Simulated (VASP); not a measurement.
Here is a VASP 6.6.1 calculation.

INCAR

```
SYSTEM = Li2ZrO2
PREC     = Accurate       ! precision mode
ENCUT    = 520            ! plane-wave cutoff, eV
EDIFF    = 1E-6           ! SCF threshold, eV
ISMEAR   = 0              ! smearing method
SIGMA    = 0.1            ! smearing width, eV
LREAL    = .False.        ! projectors in reciprocal space
LASPH    = .True.         ! aspherical terms in the spheres
NELM     = 100            ! most SCF steps
ALGO     = Normal         ! electronic algorithm
ISIF     = 2              ! what is computed and relaxed
LWAVE    = .False.        ! write WAVECAR
LCHARG   = .True.         ! write CHGCAR
GGA      = PE             ! functional
LELF     = .True.         ! ELF
LVHAR    = .True.       
NBANDS   = 41             ! bands
```

Contents of KPOINTS:

```
regular mesh
0
Gamma
  6 6 2
  0 0 0
```

The input POSCAR:

```
Li2ZrO2
1.0
    3.2872998322      0.0000000000      0.0000000000
   -1.6436499161      2.8468851646      0.0000000000
    0.0000000000      0.0000000000     17.3561309583
Li Zr O
4 2 4
Direct
    0.0000000000      0.0000000000      0.6101859887
    0.0000000000      0.0000000000      0.3898140113
    0.0000000000      0.0000000000      0.1101859887
    0.0000000000      0.0000000000      0.8898140113
    0.6666666667      0.3333333333      0.7500000000
    0.3333333333      0.6666666667      0.2500000000
    0.6666666667      0.3333333333     -0.1352210550
    0.3333333333      0.6666666667      1.1352210550
    0.3333333333      0.6666666667      0.3647789450
    0.6666666667      0.3333333333      0.6352210550
```

Potentials or basis: VASP PAW PBE potentials, release 64 (Li_sv, Zr_sv, O).

Command:

```console
$ cat potpaw_PBE.64/Li_sv/POTCAR potpaw_PBE.64/Zr_sv/POTCAR potpaw_PBE.64/O/POTCAR > POTCAR
$ mpirun -np 1 vasp_std > vasp.out
```

Estimate the band gap on the k mesh.

zero (bands 30 and 31 overlap by 0.44 eV).

Predict the largest force.

0.033 eV/Å.

Forces on the atoms (eV/Å):
```
Li   0.000  0.000 -0.016
Li   0.000  0.000  0.016
Li   0.000  0.000 -0.016
Li   0.000  0.000  0.016
Zr   0.000  0.000  0.000
Zr   0.000  0.000  0.000
O    0.000  0.000  0.033
O    0.000  0.000 -0.033
O    0.000  0.000  0.033
O    0.000  0.000 -0.033
```

Caveat: the k points lie up to 0.37 Å⁻¹ apart.
